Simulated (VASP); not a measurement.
# Al3Si2I (R-3m) in VASP: a series of runs

Al3Si2I is run at these levels: PBE; tasks: single point.

All numbers are computed with VASP 6.6.1; they aren't measurements. Logs are shortened: lines on timing, memory, paths and dates and some standing lists are left out, and cuts for length are marked.

**1. The cell of the first run**

Symmetry: R-3m, No. 166, trigonal system. Conventional cell: a = 4.212 Å, b = 4.212 Å, c = 26.244 Å, α = 90.00°, β = 90.00°, γ = 120.00°. Al (site symmetry 3m) has 4 Si at 2.55 to 2.89 Å and 3 Al at 3.05 Å and 3 I at 3.52 Å within 3.6 Å. Within 3.5 Å of Al (site symmetry -3m) lie 6 Si at 2.65 Å and 6 Al at 3.05 Å. Si (site symmetry 3m) has 7 Al at 2.55 to 2.89 Å and 3 Si at 3.22 Å and 1 I at 3.32 Å within 3.4 Å. Within 4.4 Å of I (site symmetry -3m) lie 2 Si at 3.32 Å and 6 Al at 3.52 Å and 6 I at 4.21 Å.

The cell was generated, and may not be a known phase.

**2. Single point, PBE**

The input, INCAR:

```
  PREC = Accurate
  ENCUT = 500
  EDIFF = 1E-6
  ISMEAR = 0
  SIGMA = 0.15
  LREAL = F
  LASPH = T
  NELM = 120
  ALGO = Normal
  ISIF = 2
  LWAVE = F
  LCHARG = F
  GGA = PE
  NBANDS = 21
  GGA_COMPAT = F
```

The input, KPOINTS:

```
regular mesh
0
Gamma
  3 3 3
```

The input, POSCAR:

```
Al3Si2I
1.0
    2.1062059170      1.2160185552      8.7481593350
   -2.1062059170      1.2160185552      8.7481593350
    0.0000000000     -2.4320371043      8.7481593358
Al Si I
3 2 1
Direct
    0.2634372549      0.2634372549      0.2634372549
    0.7365627451      0.7365627451      0.7365627451
    0.0000000000      0.0000000000      0.0000000000
    0.3736512073      0.3736512073      0.3736512073
    0.6263487927      0.6263487927      0.6263487927
    0.5000000000      0.5000000000      0.5000000000
```

Potentials or basis: VASP PAW PBE potentials, release 64 (Al, Si, I).

Started as:

```
cat potpaw_PBE.64/Al/POTCAR potpaw_PBE.64/Si/POTCAR potpaw_PBE.64/I/POTCAR > POTCAR
mpirun -np 1 vasp_std > vasp.out
```

OUTCAR:

```text
PREC = Accurate
   ENCUT = 500
   EDIFF = 1E-6
   ISMEAR = 0
   LREAL = F
   LASPH = T
   NELM = 120
   ISIF = 2
   GGA = PE

 ion  position               nearest neighbor table
   1  0.263  0.263  0.263-   5 2.55   5 2.55   5 2.55   4 2.89   3 3.05   3 3.05   3 3.05
   2  0.737  0.737  0.737-   4 2.55   4 2.55   4 2.55   5 2.89   3 3.05   3 3.05   3 3.05
   3  0.000  0.000  0.000-   5 2.65   5 2.65   4 2.65   4 2.65   5 2.65   4 2.65   1 3.05   2 3.05
                             1 3.05   2 3.05   1 3.05   2 3.05
   4  0.374  0.374  0.374-   2 2.55   2 2.55   2 2.55   3 2.65   3 2.65   3 2.65   1 2.89   6 3.32

   5  0.626  0.626  0.626-   1 2.55   1 2.55   1 2.55   3 2.65   3 2.65   3 2.65   2 2.89   6 3.32

   6  0.500  0.500  0.500-   4 3.32   5 3.32

  LATTYP: Found a trigonal (rhomboedric) cell.
 ALAT       =     9.0799282069
 COS(alpha) =     0.8923864834

  Lattice vectors:

 A1 = (   2.1062059170,   1.2160185552,   8.7481593350)
 A2 = (  -2.1062059170,   1.2160185552,   8.7481593350)
 A3 = (   0.0000000000,  -2.4320371043,   8.7481593358)

Analysis of symmetry for initial positions (statically):
=====================================================================
 Subroutine PRICEL returns:
 Original cell was already a primitive cell.

 Routine SETGRP: Setting up the symmetry group for a
 trigonal (rhombohedral) supercell.

 Subroutine GETGRP returns: Found 12 space group operations
 (whereof 12 operations were pure point group operations)
 out of a pool of 12 trial point group operations.

The static configuration has the point symmetry D_3d.

Analysis of symmetry for dynamics (positions and initial velocities):
=====================================================================
 Subroutine PRICEL returns:
 Original cell was already a primitive cell.

 Routine SETGRP: Setting up the symmetry group for a
 trigonal (rhombohedral) supercell.

 Subroutine GETGRP returns: Found 12 space group operations
 (whereof 12 operations were pure point group operations)
 out of a pool of 12 trial point group operations.

The dynamic configuration has the point symmetry D_3d.

 Subroutine INISYM returns: Found 12 space group operations
 (whereof 12 operations are pure point group operations),
 and found     1 'primitive' translations

----------------------------------------------------------------------------------------

                                     Primitive cell

  volume of cell :     134.4340

  direct lattice vectors                    reciprocal lattice vectors
     2.106205917  1.216018555  8.748159335     0.237393693  0.137059312  0.038103254
    -2.106205917  1.216018555  8.748159335    -0.237393693  0.137059312  0.038103254
     0.000000000 -2.432037104  8.748159336     0.000000000 -0.274118625  0.038103254

  length of vectors
     9.079928207  9.079928207  9.079928207     0.276754184  0.276754184  0.276754184

  position of ions in fractional coordinates (direct lattice)
     0.263437255  0.263437255  0.263437255
     0.736562745  0.736562745  0.736562745
     0.000000000  0.000000000  0.000000000
     0.373651207  0.373651207  0.373651207
     0.626348793  0.626348793  0.626348793
     0.500000000  0.500000000  0.500000000

  ion indices of the primitive-cell ions
   primitive index   ion index
                 1           1
                 2           2
                 3           3
                 4           4
                 5           5
                 6           6

----------------------------------------------------------------------------------------

 KPOINTS: regular mesh

Automatic generation of k-mesh.
 Grid dimensions read from file:
 generate k-points for:    3    3    3

 Generating k-lattice:

  Cartesian coordinates                     Fractional coordinates (reciprocal lattice)
     0.079131231  0.045686437  0.012701085     0.333333333 -0.000000000  0.000000000
    -0.079131231  0.045686437  0.012701085    -0.000000000  0.333333333  0.000000000
     0.000000000 -0.091372875  0.012701085     0.000000000  0.000000000  0.333333333

  Length of vectors
     0.092251395  0.092251395  0.092251395

  Shift w.r.t. Gamma in fractional coordinates (k-lattice)
     0.000000000  0.000000000  0.000000000

 Subroutine IBZKPT returns following result:
 ===========================================

 Found      6 irreducible k-points:

 Following reciprocal coordinates:
            Coordinates               Weight
  0.000000  0.000000  0.000000      1.000000
  0.333333 -0.000000  0.000000      6.000000
  0.333333  0.333333  0.000000      6.000000
 -0.333333  0.333333  0.000000      6.000000
  0.333333  0.333333  0.333333      2.000000
 -0.333333  0.333333  0.333333      6.000000
   k-points           NKPTS =      6   k-points in BZ     NKDIM =      6   number of bands    NBANDS=     21
   number of dos      NEDOS =    301   number of ions     NIONS =      6
   total plane-waves  NPLWV = 343000
   dimension x,y,z NGX =    70 NGY =   70 NGZ =   70
   dimension x,y,z NGXF=   140 NGYF=  140 NGZF=  140
   ions per type =               3   2   1
   NGX,Y,Z   is equivalent  to a cutoff of  12.82, 12.82, 12.82 a.u.
   NGXF,Y,Z  is equivalent  to a cutoff of  25.63, 25.63, 25.63 a.u.
 SYSTEM =  unknown system
   PREC   = accura    normal or accurate (medium, high low for compatibility)
   ISTART =      0    job   : 0-new  1-cont  2-samecut
   ICHARG =      2    charge: 1-file 2-atom 10-const
   ISPIN  =      1    spin polarized calculation?
   LNONCOLLINEAR =      F non collinear calculations
   LSORBIT =      F    spin-orbit coupling
   LASPH  =      T    aspherical Exc in radial PAW
   ENCUT  =  500.0 eV  36.75 Ry    6.06 a.u.  16.55 16.55 16.55*2*pi/ulx,y,z
   NELM   =    120;   NELMIN=  2; NELMDL= -5     # of ELM steps
   EDIFF  = 0.1E-05   stopping-criterion for ELM
   LREAL  =      F    real-space projection
   EDIFFG = 0.1E-04   stopping-criterion for IOM
   NSW    =      0    number of steps for IOM
   IBRION =     -1    ionic relax: 0-MD 1-quasi-New 2-CG
   NFREE  =      0    steps in history (QN), initial steepest desc. (CG)
   ISIF   =      2    stress and relaxation
   ISYM   =      2    0-nonsym 1-usesym 2-fastsym
   POTIM  = 0.5000    time-step for ionic-motion
   TEBEG  =    0.0;   TEEND  =   0.0 temperature during run
   PSTRESS=    0.0 pullay stress
   NELECT =      24.0000    total number of electrons
   NUPDOWN=      -1.0000    fix difference up-down
   EMIN   =  10.00;   EMAX   =-10.00  energy-range for DOS
   EFERMI =   0.00;   METHOD = LEGACY
   ISMEAR =     0;   SIGMA  =   0.15  broadening in eV -4-tet -1-fermi 0-gaus
   EFERMI_NEDOS =   21; number of points for ismear=-14 and -15
   IALGO  =     38    algorithm
   IMIX   =      4    mixing-type and parameters
     AMIX     =   0.40;   BMIX     =  1.00
     AMIX_MAG =   1.60;   BMIX_MAG =  1.00
  volume/ion in A,a.u.               =      22.41       151.20
  Fermi-wavevector in a.u.,A,eV,Ry     =   0.921812  1.741972 11.561373  0.849737
  Thomas-Fermi vector in A             =   2.047270
   LORBIT       =      0    0 simple, 1 ext, 2 COOP (PROOUT), +10 PAW based schemes
   GGA     = PE    functional components
   LHFCALC =     F    Hartree Fock is set to
   AEXX    =    0.0000 exact exchange contribution
   IVDW    =     0    specifies the selected vdW correction
   LEPSILON=     F    determine dielectric tensor
   LRPA    =     F    only Hartree local field effects (RPA)
 non-spin polarized calculation
 Gauss-broadening in eV      SIGMA  =   0.15
  energy-cutoff  :      500.00
  volume of cell :      134.43
 maximum number of plane-waves:      3439
 NGX is ok and might be reduce to    70
   NGX = 33   NGY = 33   NGZ = 33

 number of electron      24.0000000 magnetization

 Free energy of the ion-electron system (eV)
  ---------------------------------------------------
  ext. energy  EPLUGINS =         0.00000000
  ---------------------------------------------------
  free energy    TOTEN  =       -22.47295643 eV

  energy without entropy =      -22.43548363  energy(sigma->0) =      -22.45422003

 E-fermi :   5.9477     XC(G=0):  -9.2584

 val. band max:        5.9167974848   @ k =  -0.3333   0.3333   0.0000
 cond. band min:       5.9820668972   @ k =   0.3333   0.3333   0.0000
 fundamental gap:      0.0652694123
 Fermi energy:         5.9477010646

 k-point     1 :       0.0000    0.0000    0.0000
  band No.  band energies     occupation
      1      -6.9616      2.00000
      2      -5.7688      2.00000
      3      -3.1143      2.00000
      4       2.0231      2.00000
      5       2.4480      2.00000
      6       3.7577      2.00000
[... 13 lines left out ...]
     20       9.5974      0.00000
     21      10.8431      0.00000

 k-point     2 :       0.3333   -0.0000    0.0000
  band No.  band energies     occupation
      1      -6.6002      2.00000
      2      -4.6977      2.00000
      3      -2.2367      2.00000
      4      -0.8367      2.00000
      5       1.5593      2.00000
      6       2.0698      2.00000
[... 13 lines left out ...]
     20      10.4691      0.00000
     21      11.1174      0.00000

 k-point     3 :       0.3333    0.3333    0.0000
  band No.  band energies     occupation
      1      -6.5935      2.00000
      2      -4.7345      2.00000
      3      -2.1488      2.00000
      4      -0.7865      2.00000
      5       1.4061      2.00000
      6       1.6783      2.00000
[... 13 lines left out ...]
     20      10.5206      0.00000
     21      12.1515      0.00000

 k-point     4 :      -0.3333    0.3333    0.0000
  band No.  band energies     occupation
      1      -6.4103      2.00000
      2      -2.9293      2.00000
      3      -2.8336      2.00000
      4      -1.2446      2.00000
      5       0.0589      2.00000
      6       0.2906      2.00000
[... 13 lines left out ...]
     20      11.1377      0.00000
     21      11.8158      0.00000

 k-point     5 :       0.3333    0.3333    0.3333
  band No.  band energies     occupation
      1      -6.9157      2.00000
      2      -5.8959      2.00000
      3      -2.8291      2.00000
      4       0.6563      2.00000
      5       3.6753      2.00000
      6       3.6753      2.00000
[... 13 lines left out ...]
     20       8.9849      0.00000
     21      11.4590      0.00000

 k-point     6 :      -0.3333    0.3333    0.3333
  band No.  band energies     occupation
      1      -6.5838      2.00000
      2      -4.7865      2.00000
      3      -1.9772      2.00000
      4      -0.8283      2.00000
      5       1.1125      2.00000
      6       1.9323      2.00000
[... 13 lines left out ...]
     20      10.3044      0.00000
     21      11.9842      0.00000

------------------------ aborting loop because EDIFF is reached ----------------------------------------

  FORCE on cell =-STRESS in cart. coord.  units (eV):
  Direction    XX          YY          ZZ          XY          YZ          ZX
  --------------------------------------------------------------------------------------
  -------------------------------------------------------------------------------------
  Total        0.0190453      0.0190453      0.0991872      0.0000000      0.0000000      0.0000000
  in kB        0.2269809      0.2269809      1.1821088      0.0000000      0.0000000      0.0000000
  external PRESSURE =       0.5453569 kB  Pullay stress =       0.0000000 kB

 VOLUME and BASIS-vectors are now :
 -----------------------------------------------------------------------------
  energy-cutoff  :      500.00
  volume of cell :      134.43
      direct lattice vectors                 reciprocal lattice vectors
     2.106205917  1.216018555  8.748159335     0.237393693  0.137059312  0.038103254
    -2.106205917  1.216018555  8.748159335    -0.237393693  0.137059312  0.038103254
     0.000000000 -2.432037104  8.748159336     0.000000000 -0.274118625  0.038103254

 POSITION                                       TOTAL-FORCE (eV/Angst)
 -----------------------------------------------------------------------------------
      0.00000      0.00000      6.91377         0.000000      0.000000      0.001540
      0.00000      0.00000     19.33070         0.000000     -0.000000     -0.001540
      0.00000      0.00000      0.00000         0.000000     -0.000000      0.000000
      0.00000      0.00000      9.80628         0.000000      0.000000      0.029159
      0.00000      0.00000     16.43820         0.000000     -0.000000     -0.029159
      0.00000      0.00000     13.12224         0.000000     -0.000000      0.000000
 -----------------------------------------------------------------------------------
    total drift:                               -0.000000      0.000000      0.000000

  FREE ENERGIE OF THE ION-ELECTRON SYSTEM (eV)
  ---------------------------------------------------
  free  energy   TOTEN  =       -22.4729564273 eV

  energy  without entropy=      -22.4354836278  energy(sigma->0) =      -22.45422003
```

Wall time 3.1 min (1 thread of Intel Xeon 8259CL, shared host); peak memory 0.65 GiB.

What came out:

```yaml
Free_energy: -22.4730 eV
Pressure: 0.1 GPa
Largest_force: 0.029 eV/Å
Band_gap_on_the_k_mesh: 0.07 eV (least direct gap 0.78 eV)
```

Forces on the atoms (eV/Å):
```
Al   0.000  0.000  0.002
Al   0.000  0.000 -0.002
Al   0.000  0.000  0.000
Si   0.000  0.000  0.029
Si   0.000  0.000 -0.029
I    0.000  0.000  0.000
```

Levels at points of the mesh, in eV from the valence-band top:
```
           k point  band 8  band 9  band 10  band 11  band 12  band 13  band 14  band 15  band 16  band 17
(0.00, 0.00, 0.00)   -1.57   -1.57    -1.12    -0.97    -0.97     0.69     0.69     0.94     1.84     2.61
```

Caveat: the k points lie up to 0.58 Å⁻¹ apart; semilocal functionals underestimate gaps, and a narrow one can read as zero; spin-orbit coupling is left out, which moves the levels of the heavy elements. A k mesh can miss the band edges.

**3. Single point, PBE**

This run uses another cell than the first one, of 22.54 Å³/atom.

The input, INCAR:

```
SYSTEM = Al3Si2I
  PREC = Accurate
  ENCUT = 500
  EDIFF = 1E-6
  ISMEAR = 0
  SIGMA = 0.15
  LREAL = .FALSE.
  LASPH = .TRUE.
  NELM = 120
  ALGO = Normal
  ISIF = 2
  LWAVE = .FALSE.
  LCHARG = .FALSE.
  GGA = PE
  NBANDS = 21
  GGA_COMPAT = .FALSE.
```

The input, KPOINTS:

```
regular mesh
0
G
  3 3 3
  0 0 0
```

The input, POSCAR:

```
Al3Si2I
1.0
    2.7339076854      1.5784223362      5.2237323966
   -2.7339076854      1.5784223362      5.2237323966
    0.0000000000     -3.1568446781      5.2237323949
Al Si I
3 2 1
Direct
    0.0000000000      0.5000000000      0.0000000000
    0.5000000000      0.0000000000      0.0000000000
    0.0000000000      0.0000000000      0.5000000000
    0.5747222582      0.5747222582      0.5747222582
    0.4252777418      0.4252777418      0.4252777418
    0.0000000000      0.0000000000      0.0000000000
```

Potentials or basis: VASP PAW PBE potentials, release 64 (Al, Si, I).

Started as:

```
cat potpaw_PBE.64/Al/POTCAR potpaw_PBE.64/Si/POTCAR potpaw_PBE.64/I/POTCAR > POTCAR
mpirun -np 1 vasp_std > vasp.out
```

OUTCAR:

```text
SYSTEM = Al3Si2I
   PREC = Accurate
   ENCUT = 500
   EDIFF = 1E-6
   ISMEAR = 0
   LREAL = .FALSE.
   LASPH = .TRUE.
   NELM = 120
   ISIF = 2
   GGA = PE

 ion  position               nearest neighbor table
   1  0.000  0.500  0.000-   3 2.73   3 2.73   2 2.73   2 2.73   4 2.97   5 2.97   4 2.97   5 2.97
                             6 3.05   6 3.05
   2  0.500  0.000  0.000-   3 2.73   3 2.73   1 2.73   1 2.73   4 2.97   5 2.97   4 2.97   5 2.97
                             6 3.05   6 3.05
   3  0.000  0.000  0.500-   1 2.73   2 2.73   1 2.73   2 2.73   4 2.97   5 2.97   4 2.97   5 2.97
                             6 3.05   6 3.05
   4  0.575  0.575  0.575-   5 2.34   2 2.97   1 2.97   1 2.97   2 2.97   3 2.97   3 2.97
[... 334 lines left out ...]
  Total       -0.3442707     -0.3442707      0.2376933      0.0000000     -0.0000000      0.0000000
  in kB       -4.0782275     -4.0782275      2.8157124      0.0000000     -0.0000000      0.0000000
  external PRESSURE =      -1.7802475 kB  Pullay stress =       0.0000000 kB

 VOLUME and BASIS-vectors are now :
 -----------------------------------------------------------------------------
  energy-cutoff  :      500.00
  volume of cell :      135.25
      direct lattice vectors                 reciprocal lattice vectors
     2.733907685  1.578422336  5.223732397     0.182888399  0.105590666  0.063811334
    -2.733907685  1.578422336  5.223732397    -0.182888399  0.105590666  0.063811334
     0.000000000 -3.156844678  5.223732395     0.000000000 -0.211181333  0.063811334

 POSITION                                       TOTAL-FORCE (eV/Angst)
 -----------------------------------------------------------------------------------
     -1.36695      0.78921      2.61187         0.000000      0.000000     -0.000000
      1.36695      0.78921      2.61187         0.000000      0.000000     -0.000000
      0.00000     -1.57842      2.61187        -0.000000      0.000000     -0.000000
      0.00000     -0.00000      9.00659        -0.000000     -0.000000      0.003632
      0.00000     -0.00000      6.66461        -0.000000      0.000000     -0.003632
      0.00000      0.00000      0.00000        -0.000000      0.000000      0.000000
 -----------------------------------------------------------------------------------
    total drift:                                0.000000      0.000000     -0.000000

  FREE ENERGIE OF THE ION-ELECTRON SYSTEM (eV)
  ---------------------------------------------------
  free  energy   TOTEN  =       -20.3660508534 eV

  energy  without entropy=      -20.3246219590  energy(sigma->0) =      -20.34533641
```

stdout:

```text
POSCAR found type information on POSCAR AlSiI
 POSCAR found :  3 types and       6 ions
 scaLAPACK will be used
 LDA part: xc-table for (Slater+PW92), standard interpolation
 POSCAR, INCAR and KPOINTS ok, starting setup
 FFT: planning ... GRIDC
 FFT: planning ... GRID_SOFT
 FFT: planning ... GRID
 WAVECAR not read
 entering main loop
```

It used 34 s of CPU time on 1 thread of Intel Xeon 8259CL, with other jobs on the host.

What came out:

- Free energy: -20.3661 eV
- Pressure: -0.2 GPa
- Largest force: 0.004 eV/Å
- Band gap on the k mesh: zero (bands 12 and 13 overlap by 1.76 eV)

Forces on the atoms (eV/Å):
```
Al   0.000  0.000  0.000
Al   0.000  0.000  0.000
Al   0.000  0.000  0.000
Si   0.000  0.000  0.004
Si   0.000  0.000 -0.004
I    0.000  0.000  0.000
```

Stress tensor (GPa, compression positive):
```
-0.41  0.00  0.00
 0.00 -0.41  0.00
 0.00  0.00  0.28
```

Levels at points of the mesh, in eV from the Fermi level:
| k point | band 8 | band 9 | band 10 | band 11 | band 12 | band 13 | band 14 | band 15 | band 16 | band 17 |
| --- | --- | --- | --- | --- | --- | --- | --- | --- | --- | --- |
| (0.00, 0.00, 0.00) | -2.82 | -2.82 | -2.21 | -2.21 | -1.91 | -1.77 | -0.23 | -0.23 | 3.24 | 4.74 |

Caveat: the k points lie up to 0.46 Å⁻¹ apart, too coarse for converged energies and pressures of a metal; spin-orbit coupling is left out, which moves the levels of the heavy elements.

The gap in the log of VASP goes by the Fermi energy; the results here count the filled bands.